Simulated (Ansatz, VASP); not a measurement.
**Two plane-wave programs on GaAs**

Contents of INCAR:

```
PREC = Accurate
ENCUT = 500
EDIFF = 1E-6
ISMEAR = 0
SIGMA = 0.01
LREAL = False
LASPH = True
NELM = 120
ALGO = Normal
ISIF = 2
LWAVE = False
LCHARG = False
GGA = PE
NBANDS = 16
GGA_COMPAT = False
```

KPOINTS

```
Automatic mesh
0
Gamma
  6 6 6
```

POSCAR

```
GaAs
1.0
    0.0000000000      2.9285873756      2.9285873756
    2.9285873756      0.0000000000      2.9285873756
    2.9285873756      2.9285873756      0.0000000000
Ga As
1 1
Direct
    0.0000000000      0.0000000000      0.0000000000
    0.2500000000      0.2500000000      0.2500000000
```

Input for Ansatz:

```yaml
crystal:
  lattice:
    - [0.0, 2.9285873756, 2.9285873756]
    - [2.9285873756, 0.0, 2.9285873756]
    - [2.9285873756, 2.9285873756, 0.0]
  atoms:
    - { symbol: Ga, position: [0.0, 0.0, 0.0] }
    - { symbol: As, position: [0.25, 0.25, 0.25] }
kpoints:
  mp_grid: { grid: [6, 6, 6] }
hamiltonian:
  xc: pbe
scf:
  occupations: { method: fixed }
  n_extra_bands: 4
output:
  forces: true
  stress: true
  eigenvalues: true
```

Alike in both runs: task single point; functional PBE; k mesh 6 × 6 × 6; no spin polarisation.

```csv
,VASP,Ansatz
version,VASP 6.6.1,Ansatz 0.2.0
potentials or method,"VASP PAW PBE potentials, release 64 (Ga_d, As)","plane waves, PAW"
plane-wave cutoff (eV),500,420
occupations,"gaussian, width 0.01 eV",fixed
valence electrons in the cell,18,28
```

```csv
,VASP,Ansatz,Ansatz less VASP
gap on the k mesh at the Fermi level (eV),none,none,-
pressure (GPa),-2.8,-2.9,-0.11
```

A gap of «none» marks a metal or a gap that the smearing closes. VASP's potentials hold 18 valence electrons a cell and Ansatz's 28, so a difference there can come from the potentials and not from the codes. Ansatz's warnings: unresolved pair at count.
